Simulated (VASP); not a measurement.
# SiC in VASP: further runs

The runs below take SiC through single point, with PBE.

Everything below comes from runs of VASP 6.6.1. Logs are shortened: lines on timing, memory, paths and dates and some standing lists are left out, and cuts for length are marked.

### 1 The cell of the first run

The structure is trigonal, space group P3m1 (No. 156). The conventional cell has a = 3.018 Å, b = 3.018 Å, c = 14.807 Å, α = 90.00°, β = 90.00°, γ = 120.00°. Si (site symmetry 3m) has 4 C at 1.87 to 1.91 Å within 2.5 Å. Within 2.4 Å of Si (site symmetry 3m) lie 4 C at 1.80 to 1.83 Å. Within 2.4 Å of Si (site symmetry 3m) lie 4 C at 1.80 to 1.83 Å. Si (site symmetry 3m) has 4 C at 1.87 to 1.90 Å within 2.5 Å. Within 2.4 Å of Si (site symmetry 3m) lie 4 C at 1.80 to 1.83 Å. Si (site symmetry 3m) has 4 C at 1.87 to 1.91 Å within 2.5 Å. Within 2.4 Å of C (site symmetry 3m) lie 4 Si at 1.83 to 1.91 Å. Within 2.4 Å of C (site symmetry 3m) lie 4 Si at 1.80 to 1.87 Å.

### 2 Single point, PBE (atoms displaced along a vibrational mode, the cell strained)

Contents of INCAR:

```
SYSTEM = SiC
PREC = Accurate
ENCUT = 520
EDIFF = 1E-6
ISMEAR = 0
SIGMA = 0.05
LREAL = .False.
LASPH = .True.
NELM = 80
ALGO = Normal
ISIF = 2
LWAVE = .False.
LCHARG = .True.
GGA = PE
LELF = .True.
LVHAR = .True.
NBANDS = 36
```

Contents of KPOINTS:

```
regular mesh
0
Gamma
  12 12 2
  0 0 0
```

Contents of POSCAR:

```
SiC
1.0
    3.0175641559      0.0000000000      0.0000000000
   -1.5087820780      2.6132872166      0.0000000000
    0.0000000000      0.0000000000     14.8066590531
Si C
6 6
Direct
    0.0000000000      0.0000000000      0.1250424503
    0.0000000000      0.0000000000      0.6250374675
    0.3333333333      0.6666666667      0.2919122018
    0.6666666667      0.3333333333      0.7917223860
    0.3333333333      0.6666666667      0.9583927143
    0.6666666667      0.3333333333      0.4582264355
    0.0000000000      0.0000000000      0.9957901969
    0.0000000000      0.0000000000      0.5035866889
    0.3333333333      0.6666666667      0.1704670362
    0.6666666667      0.3333333333      0.6631920368
    0.3333333333      0.6666666667      0.8370720018
    0.6666666667      0.3333333333      0.3295583838
```

Potentials or basis: VASP PAW PBE potentials, release 64 (Si, C).

On the command line:

```console
> cat potpaw_PBE.64/Si/POTCAR potpaw_PBE.64/C/POTCAR > POTCAR
> mpirun -np 1 vasp_std > vasp.out
```

OUTCAR:

```text
SYSTEM = SiC
   PREC = Accurate
   ENCUT = 520
   EDIFF = 1E-6
   ISMEAR = 0
   LREAL = .False.
   LASPH = .True.
   NELM = 80
   ISIF = 2
   GGA = PE

 ion  position               nearest neighbor table
   1  0.000  0.000  0.125-   9 1.87   9 1.87   9 1.87   7 1.91   5 3.02   5 3.02   5 3.02   3 3.02
                             3 3.02   3 3.02
   2  0.000  0.000  0.625-   8 1.80  10 1.83  10 1.83  10 1.83   4 3.02   4 3.02   4 3.02   6 3.02
                             6 3.02   6 3.02
   3  0.333  0.667  0.292-   9 1.80  12 1.83  12 1.83  12 1.83   6 3.02   6 3.02   6 3.02   1 3.02
                             1 3.02   1 3.02
   4  0.667  0.333  0.792-  11 1.87  11 1.87  11 1.87  10 1.90   5 3.02   5 3.02   5 3.02   2 3.02
                             2 3.02   2 3.02
   5  0.333  0.667  0.958-  11 1.80   7 1.83   7 1.83   7 1.83   1 3.02   1 3.02   1 3.02   4 3.02
                             4 3.02   4 3.02
   6  0.667  0.333  0.458-   8 1.87   8 1.87   8 1.87  12 1.91   3 3.02   3 3.02   3 3.02   2 3.02
                             2 3.02   2 3.02
   7  0.000  0.000  0.996-   5 1.83   5 1.83   5 1.83   1 1.91
   8  0.000  0.000  0.504-   2 1.80   6 1.87   6 1.87   6 1.87
   9  0.333  0.667  0.170-   3 1.80   1 1.87   1 1.87   1 1.87
  10  0.667  0.333  0.663-   2 1.83   2 1.83   2 1.83   4 1.90
  11  0.333  0.667  0.837-   5 1.80   4 1.87   4 1.87   4 1.87
  12  0.667  0.333  0.330-   3 1.83   3 1.83   3 1.83   6 1.91

  LATTYP: Found a hexagonal cell.
 ALAT       =     3.0175641559
 C/A-ratio  =     4.9068249383

  Lattice vectors:

 A1 = (   3.0175641559,   0.0000000000,   0.0000000000)
 A2 = (  -1.5087820780,   2.6132872166,   0.0000000000)
 A3 = (   0.0000000000,   0.0000000000,  14.8066590531)

Analysis of symmetry for initial positions (statically):
=====================================================================
 Subroutine PRICEL returns:
 Original cell was already a primitive cell.

 Routine SETGRP: Setting up the symmetry group for a
 hexagonal supercell.

 Subroutine GETGRP returns: Found  6 space group operations
 (whereof  6 operations were pure point group operations)
 out of a pool of 24 trial point group operations.

The static configuration has the point symmetry C_3v.

Analysis of symmetry for dynamics (positions and initial velocities):
=====================================================================
 Subroutine PRICEL returns:
 Original cell was already a primitive cell.

 Routine SETGRP: Setting up the symmetry group for a
 hexagonal supercell.

 Subroutine GETGRP returns: Found  6 space group operations
 (whereof  6 operations were pure point group operations)
 out of a pool of 24 trial point group operations.

The dynamic configuration has the point symmetry C_3v.

 Subroutine INISYM returns: Found  6 space group operations
 (whereof  6 operations are pure point group operations),
 and found     1 'primitive' translations

----------------------------------------------------------------------------------------

                                     Primitive cell

  volume of cell :     116.7618

  direct lattice vectors                    reciprocal lattice vectors
     3.017564156  0.000000000  0.000000000     0.331393120  0.191329907  0.000000000
    -1.508782078  2.613287217  0.000000000     0.000000000  0.382659814  0.000000000
     0.000000000  0.000000000 14.806659053     0.000000000  0.000000000  0.067537180

  length of vectors
     3.017564156  3.017564156 14.806659053     0.382659814  0.382659814  0.067537180

  position of ions in fractional coordinates (direct lattice)
     0.000000000  0.000000000  0.125042450
     0.000000000  0.000000000  0.625037468
     0.333333333  0.666666667  0.291912202
     0.666666667  0.333333333  0.791722386
     0.333333333  0.666666667  0.958392714
     0.666666667  0.333333333  0.458226436
     0.000000000  0.000000000  0.995790197
     0.000000000  0.000000000  0.503586689
     0.333333333  0.666666667  0.170467036
     0.666666667  0.333333333  0.663192037
     0.333333333  0.666666667  0.837072002
     0.666666667  0.333333333  0.329558384

  ion indices of the primitive-cell ions
   primitive index   ion index
                 1           1
                 2           2
                 3           3
                 4           4
                 5           5
                 6           6
                 7           7
                 8           8
                 9           9
                10          10
                11          11
                12          12

----------------------------------------------------------------------------------------

 KPOINTS: regular mesh

Automatic generation of k-mesh.
 Grid dimensions read from file:
 generate k-points for:   12   12    2

 Generating k-lattice:

  Cartesian coordinates                     Fractional coordinates (reciprocal lattice)
     0.027616093  0.015944159  0.000000000     0.083333333 -0.000000000  0.000000000
     0.000000000  0.031888318  0.000000000     0.000000000  0.083333333  0.000000000
     0.000000000  0.000000000  0.033768590     0.000000000  0.000000000  0.500000000

  Length of vectors
     0.031888318  0.031888318  0.033768590

  Shift w.r.t. Gamma in fractional coordinates (k-lattice)
     0.000000000  0.000000000  0.000000000

 Subroutine IBZKPT returns following result:
 ===========================================

 Found     38 irreducible k-points:

 Following reciprocal coordinates:
            Coordinates               Weight
  0.000000  0.000000  0.000000      1.000000
  0.083333  0.000000  0.000000      6.000000
  0.166667  0.000000  0.000000      6.000000
  0.250000  0.000000  0.000000      6.000000
  0.333333  0.000000  0.000000      6.000000
  0.416667  0.000000  0.000000      6.000000
[... 16 lines left out ...]
  0.250000  0.000000  0.500000      6.000000
  0.333333  0.000000  0.500000      6.000000
 [... further k-points ...]
   k-points           NKPTS =     38   k-points in BZ     NKDIM =     38   number of bands    NBANDS=     36
   number of dos      NEDOS =    301   number of ions     NIONS =     12
   total plane-waves  NPLWV =  64512
   dimension x,y,z NGX =    24 NGY =   24 NGZ =  112
   dimension x,y,z NGXF=    48 NGYF=   48 NGZF=  224
   ions per type =               6   6
   NGX,Y,Z   is equivalent  to a cutoff of  13.22, 13.22, 12.58 a.u.
   NGXF,Y,Z  is equivalent  to a cutoff of  26.44, 26.44, 25.15 a.u.
 SYSTEM =  SiC
   PREC   = accura    normal or accurate (medium, high low for compatibility)
   ISTART =      0    job   : 0-new  1-cont  2-samecut
   ICHARG =      2    charge: 1-file 2-atom 10-const
   ISPIN  =      1    spin polarized calculation?
   LNONCOLLINEAR =      F non collinear calculations
   LSORBIT =      F    spin-orbit coupling
   LASPH  =      T    aspherical Exc in radial PAW
   ENCUT  =  520.0 eV  38.22 Ry    6.18 a.u.   5.61  5.61 27.53*2*pi/ulx,y,z
   NELM   =     80;   NELMIN=  2; NELMDL= -5     # of ELM steps
   EDIFF  = 0.1E-05   stopping-criterion for ELM
   LREAL  =      F    real-space projection
   EDIFFG = 0.1E-04   stopping-criterion for IOM
   NSW    =      0    number of steps for IOM
   IBRION =     -1    ionic relax: 0-MD 1-quasi-New 2-CG
   NFREE  =      0    steps in history (QN), initial steepest desc. (CG)
   ISIF   =      2    stress and relaxation
   ISYM   =      2    0-nonsym 1-usesym 2-fastsym
   POTIM  = 0.5000    time-step for ionic-motion
   TEBEG  =    0.0;   TEEND  =   0.0 temperature during run
   PSTRESS=    0.0 pullay stress
   NELECT =      48.0000    total number of electrons
   NUPDOWN=      -1.0000    fix difference up-down
   EMIN   =  10.00;   EMAX   =-10.00  energy-range for DOS
   EFERMI =   0.00;   METHOD = LEGACY
   ISMEAR =     0;   SIGMA  =   0.05  broadening in eV -4-tet -1-fermi 0-gaus
   EFERMI_NEDOS =   21; number of points for ismear=-14 and -15
   IALGO  =     38    algorithm
   IMIX   =      4    mixing-type and parameters
     AMIX     =   0.40;   BMIX     =  1.00
     AMIX_MAG =   1.60;   BMIX_MAG =  1.00
  volume/ion in A,a.u.               =       9.73        65.66
  Fermi-wavevector in a.u.,A,eV,Ry     =   1.217274  2.300314 20.160513  1.481756
  Thomas-Fermi vector in A             =   2.352600
   LORBIT       =      0    0 simple, 1 ext, 2 COOP (PROOUT), +10 PAW based schemes
   GGA     = PE    functional components
   LHFCALC =     F    Hartree Fock is set to
   AEXX    =    0.0000 exact exchange contribution
   IVDW    =     0    specifies the selected vdW correction
   LEPSILON=     F    determine dielectric tensor
   LRPA    =     F    only Hartree local field effects (RPA)
 non-spin polarized calculation
 Gauss-broadening in eV      SIGMA  =   0.05
  energy-cutoff  :      520.00
  volume of cell :      116.76
 maximum number of plane-waves:      3199
 NGX is ok and might be reduce to    24
   NGX = 11   NGY = 11   NGZ = 55

 number of electron      47.9999995 magnetization

 Free energy of the ion-electron system (eV)
  ---------------------------------------------------
  ext. energy  EPLUGINS =         0.00000000
  ---------------------------------------------------
  free energy    TOTEN  =       -89.54299084 eV

  energy without entropy =      -89.54299084  energy(sigma->0) =      -89.54299084

 E-fermi :   9.1533     XC(G=0): -11.6252

 val. band max:        8.8886359285   @ k =   0.0000   0.0000   0.0000
 cond. band min:      10.8456255186   @ k =   0.5000   0.0000   0.0000
 fundamental gap:      1.9569895900
 Fermi energy:         9.1532904451

 k-point     1 :       0.0000    0.0000    0.0000
  band No.  band energies     occupation
      1      -7.0981      2.00000
      2      -6.5597      2.00000
      3      -6.5176      2.00000
      4      -4.9139      2.00000
      5      -4.8803      2.00000
      6      -3.2769      2.00000
[... 28 lines left out ...]
     35      16.6214      0.00000
     36      16.6680      0.00000
[... 866 lines left out ...]
      6      -2.2944      2.00000
[... 28 lines left out ...]
     35      17.0409      0.00000
     36      17.0713      0.00000

 [... further k-points ...]

------------------------ aborting loop because EDIFF is reached ----------------------------------------

  FORCE on cell =-STRESS in cart. coord.  units (eV):
  Direction    XX          YY          ZZ          XY          YZ          ZX
  --------------------------------------------------------------------------------------
  -------------------------------------------------------------------------------------
  Total       13.9009416     13.9009416     14.5460777     -0.0000000      0.0000000     -0.0000000
  in kB      190.7453979    190.7453979    199.5978018     -0.0000000      0.0000000     -0.0000000
  external PRESSURE =     193.6961992 kB  Pullay stress =       0.0000000 kB

 VOLUME and BASIS-vectors are now :
 -----------------------------------------------------------------------------
  energy-cutoff  :      520.00
  volume of cell :      116.76
      direct lattice vectors                 reciprocal lattice vectors
     3.017564156  0.000000000  0.000000000     0.331393120  0.191329907  0.000000000
    -1.508782078  2.613287217  0.000000000     0.000000000  0.382659814  0.000000000
     0.000000000  0.000000000 14.806659053     0.000000000  0.000000000  0.067537180

 POSITION                                       TOTAL-FORCE (eV/Angst)
 -----------------------------------------------------------------------------------
      0.00000      0.00000      1.85146         0.000000     -0.000000     -0.030502
      0.00000      0.00000      9.25472        -0.000000      0.000000      0.286962
     -0.00000      1.74219      4.32224         0.000000     -0.000000      0.172909
      1.50878      0.87110     11.72276         0.000000     -0.000000      0.091877
     -0.00000      1.74219     14.19059        -0.000000     -0.000000      0.205230
      1.50878      0.87110      6.78480         0.000000     -0.000000      0.085974
      0.00000      0.00000     14.74433         0.000000     -0.000000      1.867874
      0.00000      0.00000      7.45644         0.000000     -0.000000     -2.152676
     -0.00000      1.74219      2.52405        -0.000000      0.000000     -1.998603
      1.50878      0.87110      9.81966         0.000000     -0.000000      1.751820
     -0.00000      1.74219     12.39424        -0.000000      0.000000     -2.075675
      1.50878      0.87110      4.87966         0.000000     -0.000000      1.794809
 -----------------------------------------------------------------------------------
    total drift:                               -0.000000     -0.000000      0.000434

  FREE ENERGIE OF THE ION-ELECTRON SYSTEM (eV)
  ---------------------------------------------------
  free  energy   TOTEN  =       -89.5429908429 eV

  energy  without entropy=      -89.5429908429  energy(sigma->0) =      -89.54299084
```

It took 2.4 min on 1 thread of Intel Xeon Platinum 8259CL at 2.50GHz (Skylake/Cascade Lake), shared host; peak memory 0.29 GiB.

Results:

```yaml
Free_energy: -89.5430 eV
Pressure: 19.4 GPa
Largest_force: 2.153 eV/Å
Band_gap_on_the_k_mesh: 1.96 eV (least direct gap 3.08 eV)
```

Forces on the atoms (eV/Å):
```
Si   0.000  0.000 -0.031
Si   0.000  0.000  0.287
Si   0.000  0.000  0.173
Si   0.000  0.000  0.092
Si   0.000  0.000  0.205
Si   0.000  0.000  0.086
C    0.000  0.000  1.868
C    0.000  0.000 -2.153
C    0.000  0.000 -1.999
C    0.000  0.000  1.752
C    0.000  0.000 -2.076
C    0.000  0.000  1.795
```

Stress tensor (GPa, compression positive):
```
19.07  0.00  0.00
 0.00 19.07  0.00
 0.00  0.00 19.96
```

Levels at points of the mesh, in eV from the valence-band top:
| k point | band 22 | band 23 | band 24 | band 25 | band 26 | band 27 |
| --- | --- | --- | --- | --- | --- | --- |
| (0.00, 0.00, 0.00) | -0.07 | 0.00 | 0.00 | 5.71 | 5.86 | 6.28 |
| (0.50, 0.00, 0.00) | -1.82 | -1.74 | -1.12 | 1.96 | 2.20 | 3.29 |
| (0.00, 0.00, 0.50) | -0.11 | -0.07 | -0.07 | 5.74 | 5.79 | 6.46 |
| (0.50, 0.00, 0.50) | -1.68 | -1.35 | -1.32 | 2.01 | 2.04 | 3.45 |

Caveat: the cell differs from its parent crystal (atoms displaced along a vibrational mode, the cell strained); the cell stands under pressure; forces of over 1 eV/Å act on the atoms, so gaps and moduli don't describe the material at rest. A k mesh can miss the band edges.

### 3 Single point, PBE (atoms displaced along a vibrational mode, the cell strained)

Contents of INCAR:

```
ALGO     = Normal         # electronic algorithm
EDIFF    = 1E-7           # SCF threshold, eV
ENCUT    = 520            # plane-wave cutoff, eV
GGA      = PE             # functional
ISIF     = 2              # what is computed and relaxed
ISMEAR   = 0              # smearing method
LASPH    = T              # aspherical terms in the spheres
LCHARG   = F              # write CHGCAR
LREAL    = F              # projectors in reciprocal space
LWAVE    = F              # write WAVECAR
NBANDS   = 36             # bands
NELM     = 60             # most SCF steps
PREC     = Accurate       # precision mode
SIGMA    = 0.05           # smearing width, eV
```

Contents of KPOINTS:

```
k-points
0
Gamma
  12 12 2
```

Contents of POSCAR:

```
SiC
1.0
    3.0175641559      0.0000000000      0.0000000000
   -1.5087820780      2.6132872166      0.0000000000
    0.0000000000      0.0000000000     14.8066590531
Si C
6 6
Direct
    0.0000000000      0.0000000000      0.1250412046
    0.0000000000      0.0000000000      0.6250387132
    0.3333333333      0.6666666667      0.2918647478
    0.6666666667      0.3333333333      0.7917698400
    0.3333333333      0.6666666667      0.9583511446
    0.6666666667      0.3333333333      0.4582680052
    0.0000000000      0.0000000000      0.9977393199
    0.0000000000      0.0000000000      0.5016375659
    0.3333333333      0.6666666667      0.1686482863
    0.6666666667      0.3333333333      0.6650107867
    0.3333333333      0.6666666667      0.8351935973
    0.6666666667      0.3333333333      0.3314367883
```

Potentials or basis: VASP PAW PBE potentials, release 64 (Si, C).

On the command line:

```console
> cat potpaw_PBE.64/Si/POTCAR potpaw_PBE.64/C/POTCAR > POTCAR
> mpirun -np 1 vasp_std > vasp.out
```

Run time: 2.6 min. Hardware: 1 thread of Intel Xeon Platinum 8259CL at 2.50GHz (Skylake/Cascade Lake), shared host; peak memory 0.3 GiB.

Results (log left out):

* Free energy: -89.7861 eV
* Pressure: 18.9 GPa
* Largest force: 1.029 eV/Å
* Band gap on the k mesh: 1.99 eV (least direct gap 3.11 eV)

Forces on the atoms (eV/Å):
```
Si   0.000  0.000 -0.059
Si   0.000  0.000  0.089
Si   0.000  0.000  0.051
Si   0.000  0.000  0.020
Si   0.000  0.000  0.066
Si   0.000  0.000  0.017
C    0.000  0.000  0.977
C    0.000  0.000 -1.029
C    0.000  0.000 -0.966
C    0.000  0.000  0.905
C    0.000  0.000 -1.001
C    0.000  0.000  0.930
```

Stress tensor (GPa, compression positive):
```
18.82  0.00  0.00
 0.00 18.82  0.00
 0.00  0.00 18.91
```

Levels at points of the mesh, in eV from the valence-band top:
| k point | band 22 | band 23 | band 24 | band 25 | band 26 | band 27 |
| --- | --- | --- | --- | --- | --- | --- |
| (0.00, 0.00, 0.00) | -0.04 | 0.00 | 0.00 | 5.72 | 5.88 | 6.31 |
| (0.50, 0.00, 0.00) | -1.83 | -1.72 | -1.11 | 1.99 | 2.22 | 3.31 |
| (0.00, 0.00, 0.50) | -0.11 | -0.09 | -0.09 | 5.77 | 5.80 | 6.51 |
| (0.50, 0.00, 0.50) | -1.71 | -1.34 | -1.32 | 2.05 | 2.06 | 3.50 |

Caveat: the cell differs from its parent crystal (atoms displaced along a vibrational mode, the cell strained); the cell stands under pressure; forces of over 1 eV/Å act on the atoms, so gaps and moduli don't describe the material at rest. A k mesh can miss the band edges.

(Part 1 of 2 ends here.)
